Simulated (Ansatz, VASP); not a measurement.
BN in VASP and in Ansatz

File INCAR:

```
SYSTEM = BN
PREC = Accurate ; ENCUT = 520
EDIFF = 1E-6 ; ISMEAR = 0
SIGMA = 0.05 ; LREAL = .False.
LASPH = .True. ; NELM = 60
ALGO = Normal ; ISIF = 2
LWAVE = .False. ; LCHARG = .False.
GGA = CA ; NBANDS = 16
```

Contents of KPOINTS:

```
regular mesh
0
Gamma
  12 12 4
  0 0 0
```

File POSCAR:

```
BN
1.0
    2.4625273564      0.0000000000      0.0000000000
   -1.2312636782      2.1326112481      0.0000000000
    0.0000000000      0.0000000000      5.8366823401
B N
2 2
Direct
    0.3333333333      0.6666666667      0.2500000000
    0.6666666667      0.3333333333      0.7500000000
    0.3333333333      0.6666666667      0.7500000000
    0.6666666667      0.3333333333      0.2500000000
```

Input for Ansatz:

```yaml
crystal:
  lattice:
    - [2.4625273564, 0.0, 0.0]
    - [-1.2312636782, 2.1326112481, 0.0]
    - [0.0, 0.0, 5.8366823401]
  atoms:
    - { symbol: B, position: [0.3333333333, 0.6666666667, 0.25] }
    - { symbol: B, position: [0.6666666667, 0.3333333333, 0.75] }
    - { symbol: "N", position: [0.3333333333, 0.6666666667, 0.75] }
    - { symbol: "N", position: [0.6666666667, 0.3333333333, 0.25] }
basis:
  ecutwfc: 520.0
kpoints:
  mp_grid: { grid: [12, 12, 4] }
hamiltonian:
  xc: lda
  pseudopotentials: { kind: paw, azcp: { folder: soft_1 } }
scf:
  occupations: { method: gaussian, width: 0.05 }
output:
  forces: true
  stress: true
  eigenvalues: true
```

Alike in both runs: task single point; functional LDA; k mesh 12 × 12 × 4; occupations gaussian, width 0.05 eV; no spin polarisation.

|  | VASP | Ansatz |
| --- | --- | --- |
| version | VASP 6.6.1 | Ansatz 0.2.0 |
| potentials or method | VASP PAW LDA potentials, release 64 (B, N), cutoff 520 eV | scalar-relativistic, plane waves, PAW |
| valence electrons in the cell | 16 | 16 |

|  | VASP | Ansatz | Ansatz less VASP |
| --- | --- | --- | --- |
| gap on the k mesh at the Fermi level (eV) | 3.94 | 3.95 | +0.012 |
| least direct gap on the mesh (eV) | 4.22 | 4.23 | +0.011 |
| pressure (GPa) | 12.2 | 11.5 | -0.71 |
| traceless stress, the component that is largest in VASP (GPa) | -6.53 | -5.62 | +0.913 |

Ansatz warns that its potentials were made for another functional, while VASP's fit it. LDA's correlation is that of Perdew and Zunger in VASP and of Perdew and Wang (1992) in Ansatz.
